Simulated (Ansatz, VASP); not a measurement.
**One calculation of BN, two programs**

Contents of POSCAR:

```
BN
1.0
    2.6560971858      0.0000000000      0.0000000000
   -1.3280485929      2.3002476378      0.0000000000
    0.0000000000      0.0000000000      4.2268550000
B N
2 2
Direct
    0.6666666667      0.3333333333      0.9997240000
    0.3333333333      0.6666666667      0.4997240000
    0.6666666667      0.3333333333      0.6252760000
    0.3333333333      0.6666666667      0.1252760000
```

Contents of INCAR.step1:

```
SYSTEM = BN
ALGO = Normal
EDIFF = 1E-4
ENCUT = 520
GGA = PE
ISMEAR = 0
LASPH = .True.
LCHARG = .False.
LREAL = .False.
LWAVE = .True.
NBANDS = 16
NELM = 60
PREC = Accurate
SIGMA = 0.05
```

INCAR.step2

```
SYSTEM = BN
ALGO = Normal
EDIFF = 1E-6
ENCUT = 520
ISIF = 2
ISMEAR = 0
ISTART = 1
LASPH = .True.
LCHARG = .False.
LMIXTAU = .True.
LREAL = .False.
LWAVE = .False.
METAGGA = R2SCAN
NBANDS = 16
NELM = 60
PREC = Accurate
SIGMA = 0.05
```

KPOINTS

```
k-points
0
Gamma
  12 12 6
  0 0 0
```

Input for Ansatz:

```yaml
crystal:
  lattice:
    - [2.6560971858, 0.0, 0.0]
    - [-1.3280485929, 2.3002476378, 0.0]
    - [0.0, 0.0, 4.226855]
  atoms:
    - { symbol: B, position: [0.6666666667, 0.3333333333, 0.999724] }
    - { symbol: B, position: [0.3333333333, 0.6666666667, 0.499724] }
    - { symbol: "N", position: [0.6666666667, 0.3333333333, 0.625276] }
    - { symbol: "N", position: [0.3333333333, 0.6666666667, 0.125276] }
basis:
  ecutwfc: 500
kpoints:
  mp_grid: { grid: [12, 12, 6] }
hamiltonian:
  xc: r2scan
scf:
  occupations: { method: gaussian, width: 0.05 }
output:
  forces: true
  stress: true
  eigenvalues: true
  write_density: true
  write_potential: true
  elf: true
  volumetric_format: npy
```

Change from the starting cell: strain +0.040 along x and y, +0.000 along z, atoms carried along.

Alike in both runs: task single point; functional r2SCAN; k mesh 12 × 12 × 6; occupations gaussian, width 0.05 eV; no spin polarisation.

|  | VASP | Ansatz |
| --- | --- | --- |
| version | VASP 6.6.1 | Ansatz 0.2.0 |
| potentials or method | VASP PAW PBE potentials, release 64 (B, N), cutoff 520 eV | scalar-relativistic, plane waves, PAW |
| valence electrons in the cell | 16 | 16 |

|  | VASP | Ansatz | Ansatz less VASP |
| --- | --- | --- | --- |
| gap on the k mesh at the Fermi level (eV) | 5.93 | 5.95 | +0.027 |
| least direct gap on the mesh (eV) | 8.17 | 8.18 | +0.013 |
| pressure (GPa) | -28.6 | -29.3 | -0.78 |
| traceless stress, the component that is largest in VASP (GPa) | 20.66 | 20.53 | -0.129 |
| rms of the force components (eV/Å) | 0.017 | 0.022 | +0.0043 |

VASP's potentials were made for PBE, not for r2SCAN. Atom by atom the forces differ by 0.004 eV/Å (rms over components). Both programs put the cell under strong tension, so it lies far from rest at this level.
